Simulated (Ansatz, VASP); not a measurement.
One calculation of HfO2, two programs

```
Hf O
1.0
     5.11800    0.00000    0.00000
     0.00000    5.18570    0.00000
    -0.85866    0.00000    5.05745
Hf O
4 8
Direct
  0.27614 0.04021 0.20802
  0.72386 0.54021 0.29198
  0.72386 0.95979 0.79198
  0.27614 0.45979 0.70802
  0.44618 0.75935 0.48575
  0.55382 0.25935 0.01425
  0.55382 0.24065 0.51425
  0.44618 0.74065 0.98575
  0.08114 0.35929 0.31876
  0.91886 0.85929 0.18124
  0.91886 0.64071 0.68124
  0.08114 0.14071 0.81876
```

Change from the starting cell: z stretched by -3 %, ions relaxed.

Alike in both runs: functional PBE; k mesh 6 × 6 × 6; occupations fermi-dirac, width 0.02 eV; no spin polarisation.

Ansatz relaxed the structure, and its values are those at the end. VASP's run is a single point on that final structure, the one shown.

```csv
,VASP,Ansatz
version,VASP 6.6.1,Ansatz 0.2.0
potentials or method,"VASP PAW PBE potentials, release 64 (Hf_pv, O)","plane-wave PAW, scalar-relativistic"
plane-wave cutoff (eV),520,420
valence electrons in the cell,88,152
```

Ansatz gave:

```
gap on the k mesh at the Fermi level (eV) : 4.27
pressure (GPa)                            : 9.8
rms of the force components (eV/Å)        : 0.009
```

Task: What did VASP give for the same quantities?

Result: gap on the k mesh at the Fermi level (eV): 4.24; pressure (GPa): 6.4; rms of the force components (eV/Å): 0.041.

VASP's potentials hold 88 valence electrons a cell and Ansatz's 152, so a difference there can come from the potentials and not from the codes. Ansatz's warnings: stress scf threshold loose.

Neither program's run includes spin-orbit coupling.
